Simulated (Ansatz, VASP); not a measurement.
Si: VASP beside Ansatz

```
Si
1.0
     0.00000    2.69488    2.69488
     2.72211   -0.02722    2.72211
     2.72211    2.72211   -0.02722
Si
2
Direct
  0.50000 0.50000 0.50000
  0.75000 0.75000 0.75000
```

Change from the starting cell: strain -0.0200 x Voigt [0, 0, 0, 1, 0, 0], atoms carried along.

Alike in both runs: task single point; functional r2SCAN; k mesh 8 × 8 × 8; occupations gaussian, width 0.05 eV; no spin polarisation.

|  | VASP | Ansatz |
| --- | --- | --- |
| version | VASP 6.6.1 | Ansatz 0.2.0 |
| potentials or method | VASP PAW PBE potentials, release 64 (Si), cutoff 520 eV | scalar-relativistic, plane waves, PAW |
| valence electrons in the cell | 8 | 8 |

VASP gave:

```
gap on the k mesh at the Fermi level (eV)                     : 0.79
least direct gap on the mesh (eV)                             : 2.57
pressure (GPa)                                                : -0.2
traceless stress, the component that is largest in VASP (GPa) : 2.15
rms of the force components (eV/Å)                            : 0.108
```

Question: Estimate Ansatz's values.

Answer: gap on the k mesh at the Fermi level (eV): 0.78; least direct gap on the mesh (eV): 2.56; pressure (GPa): 0.1; traceless stress, the component that is largest in VASP (GPa): 2.14; rms of the force components (eV/Å): 0.110.

VASP's potentials were made for PBE, not for r2SCAN. Atom by atom the forces differ by 0.001 eV/Å (rms over components). The functional is the same, so the differences come from potentials, cutoffs and numerics.
